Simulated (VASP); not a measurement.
# Al2O3 (P-3m1) in VASP: notebook, part 2 of 2

VASP 6.6.1. Earlier steps stand in the parts before.

## 3. Relaxation of volume and atoms at fixed shape, PBEsol

This run uses another cell than the first one, of 11.95 Å³/atom, 1.025 times its volume.

File INCAR:

```
ALGO = Normal ; EDIFF = 1E-6
EDIFFG = -0.01 ; ENCUT = 600
GGA = PS ; IBRION = 2
ISIF = 8 ; ISMEAR = 1
LASPH = T ; LCHARG = F
LREAL = F ; LWAVE = F
NELM = 80 ; NSW = 80
PREC = Accurate ; SIGMA = 0.05
```

File KPOINTS:

```
k-points
0
Gamma
  9 9 3
```

File POSCAR:

```
Al2O3
1.0
    3.0174830000      0.0000000000      0.0000000000
   -1.5087415000      2.6132169335      0.0000000000
    0.0000000000      0.0000000000      7.5746360000
Al O
2 3
Direct
    0.0000000000      0.0000000000      0.2779510000
    0.0000000000      0.0000000000      0.7220490000
    0.3333333333      0.6666666667      0.1994540000
    0.6666666667      0.3333333333      0.8005460000
    0.0000000000      0.0000000000      0.5000000000
```

Potentials or basis: VASP PAW PBE potentials, release 64 (Al, O).

Started as:

```console
> cat potpaw_PBE.64/Al/POTCAR potpaw_PBE.64/O/POTCAR > POTCAR
> mpirun -np 1 vasp_std > vasp.out
```

OUTCAR:

```text
EDIFF = 1E-6
   EDIFFG = -0.01
   ENCUT = 600
   GGA = PS
   IBRION = 2
   ISIF = 8
   ISMEAR = 1
   LASPH = T
   LREAL = F
   NELM = 80
   NSW = 80
   PREC = Accurate

 ion  position               nearest neighbor table
   1  0.000  0.000  0.278-   5 1.68   3 1.84   3 1.84   3 1.84   2 3.36
   2  0.000  0.000  0.722-   5 1.68   4 1.84   4 1.84   4 1.84   1 3.36
   3  0.333  0.667  0.199-   1 1.84   1 1.84   1 1.84
   4  0.667  0.333  0.801-   2 1.84   2 1.84   2 1.84
   5  0.000  0.000  0.500-   1 1.68   2 1.68

  LATTYP: Found a hexagonal cell.
 ALAT       =     3.0174830000
 C/A-ratio  =     2.5102497678

  Lattice vectors:

 A1 = (   3.0174830000,   0.0000000000,   0.0000000000)
 A2 = (  -1.5087415000,   2.6132169335,   0.0000000000)
 A3 = (   0.0000000000,   0.0000000000,   7.5746360000)

Analysis of symmetry for initial positions (statically):
[... 186 lines left out ...]
 fundamental gap:      2.1953388158
 Fermi energy:         3.7789920149

 k-point     1 :       0.0000    0.0000    0.0000
  band No.  band energies     occupation
      1     -15.8040      2.00000
      2     -15.6073      2.00000
      3     -13.0430      2.00000
      4      -2.1406      2.00000
      5      -0.7774      2.00000
      6       0.0110      2.00000
[... 719 lines left out ...]
--------------------------------------- Ionic step        8  -------------------------------------------

 number of electron      24.0000006 magnetization

 Free energy of the ion-electron system (eV)
  ---------------------------------------------------
  ext. energy  EPLUGINS =         0.00000000
  ---------------------------------------------------
  free energy    TOTEN  =       -37.75315101 eV

  energy without entropy =      -37.75331373  energy(sigma->0) =      -37.75320525

 E-fermi :   4.0355     XC(G=0): -10.0678

 val. band max:        3.9983916879   @ k =   0.0000   0.0000   0.0000
 cond. band min:       6.3231922186   @ k =   0.0000   0.0000   0.0000
 fundamental gap:      2.3248005307
 Fermi energy:         4.0355083481

 k-point     1 :       0.0000    0.0000    0.0000
  band No.  band energies     occupation
      1     -15.7212      2.00000
      2     -15.5115      2.00000
      3     -12.8716      2.00000
      4      -1.9756      2.00000
      5      -0.6729      2.00000
      6       0.1871      2.00000
[... 479 lines left out ...]
  FREE ENERGIE OF THE ION-ELECTRON SYSTEM (eV)
  ---------------------------------------------------
  free  energy   TOTEN  =       -37.7531510111 eV

  energy  without entropy=      -37.7533137314  energy(sigma->0) =      -37.75320525

 reached required accuracy - stopping structural energy minimisation
```

OSZICAR:

```text
N       E                     dE             d eps       ncg     rms          rms(c)
DAV:   1     0.131363960347E+03    0.13136E+03   -0.13789E+04   992   0.153E+03
DAV:   2    -0.354359101393E+02   -0.16680E+03   -0.16267E+03  1280   0.292E+02
DAV:   3    -0.427862800533E+02   -0.73504E+01   -0.73411E+01  1304   0.734E+01
[... 61 lines left out ...]
DAV:   1    -0.377532424320E+02   -0.11051E-03   -0.42174E-02   992   0.179E+00    0.902E-02
DAV:   2    -0.377531613801E+02    0.81052E-04   -0.12520E-03  1368   0.293E-01    0.183E-02
DAV:   3    -0.377531534599E+02    0.79202E-05   -0.18683E-05  1296   0.439E-02    0.907E-03
DAV:   4    -0.377531508299E+02    0.26300E-05   -0.10916E-05  1376   0.306E-02    0.221E-03
DAV:   5    -0.377531510111E+02   -0.18119E-06   -0.14770E-06   704   0.999E-03
   8 F= -.37753151E+02 E0= -.37753205E+02  d E =-.800183E-03
```

Wall time 1.9 min (1 thread of AMD EPYC 7R43 (Zen 3), shared host); peak memory 0.16 GiB.

What came out:

```
Free energy                            : -37.7532 eV
Relaxed volume                         : 11.63 Å³/atom
Relaxed cell                           : a = 2.991 Å, b = 2.991 Å, c = 7.507 Å, α = 90.00°, β = 90.00°, γ = 120.00°
Space group after relaxing (to 0.05 Å) : P-3m1 (No. 164)
Energy gained by relaxing              : 3.3 meV/atom
Ionic steps                            : 8
Pressure after relaxing                : 0.0 GPa
Largest force after relaxing           : 0.006 eV/Å
Band gap on the k mesh                 : 2.32 eV, direct
```

Forces on the atoms (eV/Å):
```
Al   0.000  0.000 -0.006
Al   0.000  0.000  0.006
O    0.000  0.000 -0.002
O    0.000  0.000  0.002
O    0.000  0.000  0.000
```

Stress tensor (GPa, compression positive):
```
-0.22  0.00  0.00
 0.00 -0.22  0.00
 0.00  0.00  0.58
```

Step by step:
```csv
step,energy change (eV),largest force (eV/Å),pressure (GPa),volume (Å³)
1,0.0000,0.1892,-3.70,59.73
2,-0.0001,0.4032,3.75,57.38
3,-0.0152,0.1489,-0.11,58.53
4,-0.0154,0.1272,-0.05,58.40
5,-0.0158,0.0628,-0.08,58.46
6,-0.0161,0.0499,-0.06,58.39
7,-0.0165,0.0118,0.03,58.20
8,-0.0166,0.0060,0.05,58.15
```

Final structure:
```cif
data_structure
_symmetry_space_group_name_H-M 'P 1'
_symmetry_Int_Tables_number 1
_cell_length_a 2.9907
_cell_length_b 2.9907
_cell_length_c 7.5073
_cell_angle_alpha 90.000
_cell_angle_beta 90.000
_cell_angle_gamma 120.000
_cell_volume 58.15
loop_
_atom_site_label
_atom_site_type_symbol
_atom_site_fract_x
_atom_site_fract_y
_atom_site_fract_z
_atom_site_occupancy
Al1 Al 0.00000 0.00000 0.27723 1
Al2 Al 0.00000 0.00000 0.72277 1
O1 O 0.33333 0.66667 0.19849 1
O2 O 0.66667 0.33333 0.80151 1
O3 O 0.00000 0.00000 0.50000 1
```

Caveat: the PAW data sets were made with another functional, which shifts forces and pressure a little.
